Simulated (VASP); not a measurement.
# GaP (F-43m) in VASP: further runs

GaP is run at these levels: PBEsol, PBE; tasks: vibrations by perturbation theory, dielectric tensor.

Program: VASP 6.6.1. These are calculated values, not measurements. Logs are shortened: lines on timing, memory, paths and dates and some standing lists are left out, and cuts for length are marked.

## 1. The cell of the first run

It takes space group F-43m (No. 216, cubic). The conventional cell has a = 5.439 Å, b = 5.439 Å, c = 5.439 Å, α = 90.00°, β = 90.00°, γ = 90.00°. Within 3.1 Å of Ga (site symmetry -43m) lie 4 P at 2.35 Å. Within 3.1 Å of P (site symmetry -43m) lie 4 Ga at 2.35 Å.

## 2. Vibrations by perturbation theory, PBEsol

File INCAR:

```
PREC = Accurate ; ENCUT = 520
EDIFF = 1E-8 ; ISMEAR = 0
SIGMA = 0.01 ; LREAL = False
LASPH = True ; NELM = 60
ALGO = Normal ; ISIF = 2
LWAVE = False ; LCHARG = False
GGA = PS ; IBRION = 8
NSW = 1 ; LEPSILON = True
```

File KPOINTS:

```
Automatic mesh
0
Gamma
  6 6 6
```

File POSCAR:

```
GaP
1.0
    0.0000000000      2.7192838359      2.7192838359
    2.7192838359      0.0000000000      2.7192838359
    2.7192838359      2.7192838359      0.0000000000
Ga P
1 1
Direct
    0.0000000000      0.0000000000      0.0000000000
    0.2500000000      0.2500000000      0.2500000000
```

Potentials or basis: VASP PAW PBE potentials, release 64 (Ga_d, P).

Started as:

```console
> cat potpaw_PBE.64/Ga_d/POTCAR potpaw_PBE.64/P/POTCAR > POTCAR
> mpirun -np 1 vasp_std > vasp.out
```

OUTCAR:

```text
PREC = Accurate
   ENCUT = 520
   EDIFF = 1E-8
   ISMEAR = 0
   LREAL = False
   LASPH = True
   NELM = 60
   ISIF = 2
   GGA = PS
   IBRION = 8
   NSW = 1
   LEPSILON = True

 ion  position               nearest neighbor table
   1  0.000  0.000  0.000-   2 2.35   2 2.35   2 2.35   2 2.35
   2  0.250  0.250  0.250-   1 2.35   1 2.35   1 2.35   1 2.35

  LATTYP: Found a face centered cubic cell.
 ALAT       =     5.4385676718

  Lattice vectors:

 A1 = (   0.0000000000,   2.7192838359,   2.7192838359)
 A2 = (   2.7192838359,   0.0000000000,   2.7192838359)
 A3 = (   2.7192838359,   2.7192838359,   0.0000000000)

Analysis of symmetry for initial positions (statically):
=====================================================================
 Subroutine PRICEL returns:
 Original cell was already a primitive cell.

 Routine SETGRP: Setting up the symmetry group for a
 face centered cubic supercell.

 Subroutine GETGRP returns: Found 24 space group operations
 (whereof 24 operations were pure point group operations)
 out of a pool of 48 trial point group operations.

The static configuration has the point symmetry T_d .

Analysis of symmetry for dynamics (positions and initial velocities):
=====================================================================
 Subroutine PRICEL returns:
 Original cell was already a primitive cell.

 Routine SETGRP: Setting up the symmetry group for a
 face centered cubic supercell.

 Subroutine GETGRP returns: Found 24 space group operations
 (whereof 24 operations were pure point group operations)
 out of a pool of 48 trial point group operations.

The dynamic configuration has the point symmetry T_d .

 Subroutine INISYM returns: Found 24 space group operations
 (whereof 24 operations are pure point group operations),
 and found     1 'primitive' translations

----------------------------------------------------------------------------------------

                                     Primitive cell

  volume of cell :      40.2155

  direct lattice vectors                    reciprocal lattice vectors
     0.000000000  2.719283836  2.719283836    -0.183871942  0.183871942  0.183871942
     2.719283836  0.000000000  2.719283836     0.183871942 -0.183871942  0.183871942
     2.719283836  2.719283836  0.000000000     0.183871942  0.183871942 -0.183871942

  length of vectors
     3.845648081  3.845648081  3.845648081     0.318475546  0.318475546  0.318475546

  position of ions in fractional coordinates (direct lattice)
     0.000000000  0.000000000  0.000000000
     0.250000000  0.250000000  0.250000000

  ion indices of the primitive-cell ions
   primitive index   ion index
                 1           1
                 2           2

----------------------------------------------------------------------------------------

 KPOINTS: Automatic mesh

Automatic generation of k-mesh.
 Grid dimensions read from file:
 generate k-points for:    6    6    6

 Generating k-lattice:

  Cartesian coordinates                     Fractional coordinates (reciprocal lattice)
    -0.030645324  0.030645324  0.030645324     0.166666667  0.000000000  0.000000000
     0.030645324 -0.030645324  0.030645324     0.000000000  0.166666667  0.000000000
[... 395 lines left out ...]
  free energy    TOTEN  =        -1.46331241 eV

  energy without entropy =       -1.46331241

------------------------ aborting loop because EDIFF is reached ----------------------------------------

--------------------------------------- Ionic step        2  -------------------------------------------

------------------------ aborting loop because EDIFF is reached ----------------------------------------

--------------------------------------- Ionic step        3  -------------------------------------------

------------------------ aborting loop because EDIFF is reached ----------------------------------------

 PIEZOELECTRIC TENSOR FIELD DIRECTION 3  (e Angst)
 -----------------------------------------------------------------------------
     0.00058 -2.13717  0.00000           (  0.00000 -0.03561  0.00000)
    -2.13717  0.00058  0.00000           ( -0.03561  0.00000  0.00000)
     0.00000  0.00000 -0.00238           (  0.00000  0.00000 -0.00000)

 PIEZOELECTRIC TENSOR FIELD DIRECTION 3  (C/m^2)
 -----------------------------------------------------------------------------
     0.00023 -0.85144  0.00000
    -0.85144  0.00023  0.00000
     0.00000  0.00000 -0.00095

--------------------------------------- Ionic step        4  -------------------------------------------

------------------------ aborting loop because EDIFF is reached ----------------------------------------

[... ionic steps 5 to 6 ...]

--------------------------------------- Ionic step        7  -------------------------------------------

 Free energy of the ion-electron system (eV)
  ---------------------------------------------------
  ---------------------------------------------------
  free energy    TOTEN  =        -0.04747894 eV

  energy without entropy =       -0.04747894

------------------------ aborting loop because EDIFF is reached ----------------------------------------

 INTERNAL STRAIN TENSOR  FOR ION    2  DIRECTION 1   (eV/Angst):
 -----------------------------------------------------------------------------
     0.01335  0.00000  0.00000
     0.00000 -0.00422 -7.23894
     0.00000 -7.23894 -0.00422

 MACROSCOPIC STATIC DIELECTRIC TENSOR (including local field effects in DFT)
 ------------------------------------------------------
          13.371501     0.000000    -0.000000
          -0.000000    13.371501    -0.000000
           0.000000     0.000000    13.371501
 ------------------------------------------------------

 PIEZOELECTRIC TENSOR (including local field effects)  for field in x, y, z        (e  Angst)
          XX          YY          ZZ          XY          YZ          ZX
  --------------------------------------------------------------------------------
  x    -0.00000    -0.00000     0.00000     0.00000    -2.14873     0.00000
  y    -0.00000    -0.00000     0.00000     0.00000     0.00000    -2.14873
  z     0.00000     0.00000    -0.00000    -2.14873     0.00000     0.00000

 PIEZOELECTRIC TENSOR (including local field effects)  for field in x, y, z        (C/m^2)
          XX          YY          ZZ          XY          YZ          ZX
  --------------------------------------------------------------------------------
  x    -0.00000    -0.00000     0.00000     0.00000    -0.85605     0.00000
  y    -0.00000    -0.00000     0.00000     0.00000     0.00000    -0.85605
  z     0.00000     0.00000    -0.00000    -0.85605     0.00000     0.00000

 BORN EFFECTIVE CHARGES (including local field effects) (in |e|, cummulative output)
 ---------------------------------------------------------------------------------
 ion    1
    1     2.33373    -0.00000     0.00000
    2    -0.00000     2.33373    -0.00000
    3     0.00000     0.00000     2.33373
 ion    2
    1    -2.33373     0.00000    -0.00000
    2     0.00000    -2.33373     0.00000
    3    -0.00000    -0.00000    -2.33373

 INTERNAL STRAIN TENSOR FOR ION    2 for displacements in x,y,z  (eV/Angst):
          X           Y           Z          XY          YZ          ZX
  --------------------------------------------------------------------------------
  x     0.00000     0.00000     0.00000     0.00000    -7.23894     0.00000
  y     0.00000     0.00000     0.00000     0.00000     0.00000    -7.23894
  z     0.00000     0.00000     0.00000    -7.23894     0.00000     0.00000

 SECOND DERIVATIVES (NOT SYMMETRIZED)
 ------------------------------------
               1X          1Y          1Z          2X          2Y          2Z
  1X    -9.962218    0.000000    0.000000    9.962218    0.000000    0.000000
  1Y     0.000000   -9.962218    0.000000    0.000000    9.962218    0.000000
  1Z     0.000000    0.000000   -9.962218    0.000000    0.000000    9.962218
  2X     9.990356    0.000000    0.000000   -9.990356    0.000000    0.000000
  2Y     0.000000    9.990356    0.000000    0.000000   -9.990356    0.000000
  2Z     0.000000    0.000000    9.990356    0.000000    0.000000   -9.990356

 Eigenvectors and eigenvalues of the dynamical matrix
 ----------------------------------------------------

   1 f  =   10.665339 THz    67.012304 2PiTHz  355.757430 cm-1    44.108280 meV
             X         Y         Z           dx          dy          dz
      0.000000  0.000000  0.000000     0.554072   -0.000000    0.000000
      1.359642  1.359642  1.359642    -0.832469   -0.000000    0.000000
[... 21 lines left out ...]
   6 f/i=    0.006937 THz     0.043589 2PiTHz    0.231406 cm-1     0.028691 meV
             X         Y         Z           dx          dy          dz
      0.000000  0.000000  0.000000     0.052775    0.419212    0.717273
      1.359642  1.359642  1.359642     0.035126    0.279018    0.477400

--------------------------------------------------------------------------------------------------------

 MACROSCOPIC STATIC DIELECTRIC TENSOR IONIC CONTRIBUTION
 ------------------------------------------------------
           2.456436    -0.000000     0.000000
          -0.000000     2.456436     0.000000
           0.000000     0.000000     2.456436
 ------------------------------------------------------

 ELASTIC MODULI CONTR FROM IONIC RELAXATION (kBar)
 Direction    XX          YY          ZZ          XY          YZ          ZX
 --------------------------------------------------------------------------------
 XX          -0.0000      0.0000      0.0000     -0.0000      0.0000     -0.0000
 YY           0.0000     -0.0000      0.0000     -0.0000     -0.0000      0.0000
 ZZ           0.0000      0.0000     -0.0000      0.0000     -0.0000     -0.0000
 XY          -0.0000     -0.0000      0.0000   -206.6908      0.0000      0.0000
 YZ           0.0000     -0.0000     -0.0000      0.0000   -206.6908      0.0000
 ZX          -0.0000      0.0000     -0.0000      0.0000      0.0000   -206.6908
 --------------------------------------------------------------------------------

 PIEZOELECTRIC TENSOR IONIC CONTR  for field in x, y, z        (C/m^2)
          XX          YY          ZZ          XY          YZ          ZX
  --------------------------------------------------------------------------------
  x    -0.00000     0.00000     0.00000     0.00000     0.67048    -0.00000
  y     0.00000    -0.00000     0.00000    -0.00000    -0.00000     0.67048
  z     0.00000     0.00000    -0.00000     0.67048     0.00000     0.00000
```

Wall time 5.7 min (1 thread of Intel Xeon Platinum 8375C at 2.90GHz (Ice Lake), shared host); peak memory 0.22 GiB.

What came out:

```
Electronic dielectric tensor (diagonal)                 : 13.37
Born charges (mean of the diagonal)                     : Ga +2.33; P -2.33 e
Highest phonon frequency at Γ, LO-TO splitting left out : 356 cm⁻¹
```

Phonon frequencies in cm⁻¹ (negative: imaginary):
| q point | frequencies |
| --- | --- |
| (0.000, 0.000, 0.000) | 0 0 0 356 356 356 |

Electronic dielectric tensor:
```
13.37  0.00  0.00
 0.00 13.37  0.00
 0.00  0.00 13.37
```

Born effective charge tensors (e):
atom 1, Ga
```
2.33 0.00 0.00
0.00 2.33 0.00
0.00 0.00 2.33
```
atom 2, P
```
-2.33  0.00  0.00
 0.00 -2.33  0.00
 0.00  0.00 -2.33
```

Caveat: the PAW data sets were made with another functional, which shifts forces and pressure a little.

## 3. Dielectric tensor, PBE

This run uses another cell than the first one, of 20.24 Å³/atom, 1.007 times its volume.

File INCAR:

```
SYSTEM = GaP
PREC     = Accurate       ! precision mode
ENCUT    = 520            ! plane-wave cutoff, eV
EDIFF    = 1E-8           ! SCF threshold, eV
ISMEAR   = 0              ! smearing method
SIGMA    = 0.01           ! smearing width, eV
LREAL    = .False.        ! projectors in reciprocal space
LASPH    = .True.         ! aspherical terms in the spheres
NELM     = 100            ! most SCF steps
ALGO     = Normal         ! electronic algorithm
ISIF     = 2              ! what is computed and relaxed
LWAVE    = .False.        ! write WAVECAR
LCHARG   = .False.        ! write CHGCAR
GGA      = PE             ! functional
LEPSILON = .True.         ! dielectric tensor by DFPT
```

File KPOINTS:

```
Automatic mesh
0
Gamma
  6 6 6
  0 0 0
```

File POSCAR:

```
GaP
1.0
    0.0000000000      2.7253992947      2.7253992947
    2.7253992947      0.0000000000      2.7253992947
    2.7253992947      2.7253992947      0.0000000000
Ga P
1 1
Direct
    0.0000000000      0.0000000000      0.0000000000
    0.2500000000      0.2500000000      0.2500000000
```

Potentials or basis: VASP PAW PBE potentials, release 64 (Ga_d, P).

Started as:

```console
> cat potpaw_PBE.64/Ga_d/POTCAR potpaw_PBE.64/P/POTCAR > POTCAR
> mpirun -np 1 vasp_std > vasp.out
```

OUTCAR:

```text
SYSTEM = GaP
   PREC = Accurate
   ENCUT = 520
   EDIFF = 1E-8
   ISMEAR = 0
   LREAL = .False.
   LASPH = .True.
   NELM = 100
   ISIF = 2
   GGA = PE
   LEPSILON = .True.

 ion  position               nearest neighbor table
   1  0.000  0.000  0.000-   2 2.36   2 2.36   2 2.36   2 2.36
   2  0.250  0.250  0.250-   1 2.36   1 2.36   1 2.36   1 2.36

  LATTYP: Found a face centered cubic cell.
 ALAT       =     5.4507985894

  Lattice vectors:

 A1 = (   0.0000000000,   2.7253992947,   2.7253992947)
 A2 = (   2.7253992947,   0.0000000000,   2.7253992947)
 A3 = (   2.7253992947,   2.7253992947,   0.0000000000)

Analysis of symmetry for initial positions (statically):
=====================================================================
 Subroutine PRICEL returns:
 Original cell was already a primitive cell.

 Routine SETGRP: Setting up the symmetry group for a
 face centered cubic supercell.

[... 466 lines left out ...]

 Free energy of the ion-electron system (eV)
  ---------------------------------------------------
  ---------------------------------------------------
  free energy    TOTEN  =        -1.43217868 eV

  energy without entropy =       -1.43217868

------------------------ aborting loop because EDIFF is reached ----------------------------------------

 PIEZOELECTRIC TENSOR FIELD DIRECTION 3  (e Angst)
 -----------------------------------------------------------------------------
     0.00038 -2.16934  0.00000           (  0.00000 -0.03529  0.00000)
    -2.16934  0.00038  0.00000           ( -0.03529  0.00000  0.00000)
     0.00000  0.00000 -0.00198           (  0.00000  0.00000 -0.00000)

 PIEZOELECTRIC TENSOR FIELD DIRECTION 3  (C/m^2)
 -----------------------------------------------------------------------------
     0.00015 -0.85846  0.00000
    -0.85846  0.00015  0.00000
     0.00000  0.00000 -0.00078

 MACROSCOPIC STATIC DIELECTRIC TENSOR (including local field effects in DFT)
 ------------------------------------------------------
          12.890362     0.000000    -0.000000
          -0.000000    12.890362     0.000000
          -0.000000     0.000000    12.890362
 ------------------------------------------------------

 PIEZOELECTRIC TENSOR (including local field effects)  for field in x, y, z        (e  Angst)
          XX          YY          ZZ          XY          YZ          ZX
  --------------------------------------------------------------------------------
  x     0.00000     0.00000     0.00000     0.00000    -2.18077     0.00000
  y    -0.00000     0.00000    -0.00000     0.00000     0.00000    -2.18077
  z     0.00000     0.00000     0.00000    -2.18077     0.00000     0.00000

 PIEZOELECTRIC TENSOR (including local field effects)  for field in x, y, z        (C/m^2)
          XX          YY          ZZ          XY          YZ          ZX
  --------------------------------------------------------------------------------
  x     0.00000     0.00000     0.00000     0.00000    -0.86298     0.00000
  y    -0.00000     0.00000    -0.00000     0.00000     0.00000    -0.86298
  z     0.00000     0.00000     0.00000    -0.86298     0.00000     0.00000

 BORN EFFECTIVE CHARGES (including local field effects) (in |e|, cummulative output)
 ---------------------------------------------------------------------------------
 ion    1
    1     2.36153     0.00000     0.00000
    2     0.00000     2.36153     0.00000
    3    -0.00000     0.00000     2.36153
 ion    2
    1    -2.36153    -0.00000    -0.00000
    2    -0.00000    -2.36153    -0.00000
    3     0.00000    -0.00000    -2.36153
```

It took 3.7 min on 1 thread of Intel Xeon Platinum 8375C at 2.90GHz (Ice Lake), shared host; peak memory 0.22 GiB.

What came out:

* Band gap on the k mesh: 1.65 eV, indirect (least direct gap 1.82 eV)
* Electronic dielectric tensor (diagonal): 12.89
* Born charges (mean of the diagonal): Ga +2.36; P -2.36 e

Electronic dielectric tensor:
```
12.89  0.00  0.00
 0.00 12.89  0.00
 0.00  0.00 12.89
```

Born effective charge tensors (e):
atom 1, Ga
```
2.36 0.00 0.00
0.00 2.36 0.00
0.00 0.00 2.36
```
atom 2, P
```
-2.36  0.00  0.00
 0.00 -2.36  0.00
 0.00  0.00 -2.36
```

A k mesh can miss the band edges. As with any semilocal functional, this PBE gap is likely too small.
